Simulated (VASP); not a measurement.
Set up this calculation in VASP 6.6.1, as the native input.

* Task: single point
* Functional: PBE
* Potentials or basis: VASP PAW PBE potentials, release 64 (Bi_d, Te)
* Cutoff: 520 eV
* k mesh: 14 × 14 × 14
* Occupations: gaussian, width 0.15 eV
* Spin: no spin polarisation
* Dipole correction: no
* Further INCAR settings: ALGO = Normal; EDIFF = 1e-06; NBANDS = 18

The structure of BiTe lies in POSCAR:

```
BiTe
1.0
   -0.1546631139      3.1595464697      3.1595464697
    3.1595464697     -0.1546631139      3.1595464697
    3.1595464697      3.1595464697     -0.1546631139
Bi Te
1 1
Direct
    0.0000000000      0.0000000000      0.0000000000
    0.5000000000      0.5000000000      0.5000000000
```

This cell differs from its parent crystal: ratio of the length along [111] to the lengths across it x 0.93, volume and fractional coordinates fixed.

These files were run (other wordings do the same):

INCAR

```
  ALGO = Normal
  EDIFF = 1E-6
  ENCUT = 520
  GGA = PE
  ISIF = 2
  ISMEAR = 0
  LASPH = T
  LCHARG = T
  LELF = T
  LREAL = F
  LVHAR = T
  LWAVE = F
  NBANDS = 18
  NELM = 60
  PREC = Accurate
  SIGMA = 0.15
```

KPOINTS

```
k-points
0
Gamma
  14 14 14
```

Potentials or basis: VASP PAW PBE potentials, release 64 (Bi_d, Te).

Run with:

```bash
$ cat potpaw_PBE.64/Bi_d/POTCAR potpaw_PBE.64/Te/POTCAR > POTCAR
$ mpirun -np 1 vasp_std > vasp.out
```

Results of the run:

```
Pressure               : 0.5 GPa
Band gap on the k mesh : zero (an odd number of electrons rules out a gap without spin polarisation)
```

Caveat: spin-orbit coupling is left out, which moves the levels of the heavy elements.

Wall time 110 s on 1 thread of Intel(R) Xeon(R) 6975P-C (Granite Rapids), on a shared host, peak memory 0.48 GiB.
